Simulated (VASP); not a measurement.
Runs of VASP 6.6.1 on Ta. The structure is that of space group Im-3m (No. 229), or close to it. The cells are those of the table. 

| task | potentials or basis | cell | cutoff (eV) | second run | gap on the mesh (eV) | pressure (GPa) |
| --- | --- | --- | --- | --- | --- | --- |
| single point | VASP PAW LDA potentials, release 64 (Ta_pv) | a = 2.825 Å, angles 109.5°, 1 atom | 520 | - | none | (a) |
| relaxation of cell and atoms | VASP PAW LDA potentials, release 64 (Ta_pv) | relaxed from a = 2.860 Å, angles 109.5°, 1 atom | 600 | - | none | 0.0 |
| single point | VASP PAW LDA potentials, release 64 (Ta_pv) | a = 2.754 Å, angles 109.5°, 1 atom | 520 | - | none | 21.0 |
| single point | VASP PAW LDA potentials, release 64 (Ta_sv_GW) | a = 2.825 Å, angles 109.5°, 1 atom | 500 | valence_matched | none | -0.4 |
| relaxation of cell and atoms | VASP PAW LDA potentials, release 64 (Ta_pv) | relaxed to 20 GPa from a = 2.860 Å, angles 109.5°, 1 atom | 600 | - | none | 20.0 |

Alike in all rows: level LDA; no spin polarisation; k mesh 7 × 7 × 7; smearing gaussian 0.1 eV.

Q: Fill in the values left out.

A: (a) 1.0.

Caveats: all runs use coarse meshes; spin-orbit coupling is left out, which moves the levels of the heavy elements; the cell is relaxed towards a set pressure, so the enthalpy falls and the energy may rise (some runs).

A k mesh can miss the band edges, and the runs leave out spin-orbit coupling on Ta.

A gap of «none» marks levels without a gap at the run's occupations.

The runs don't all hold the same shells in valence.
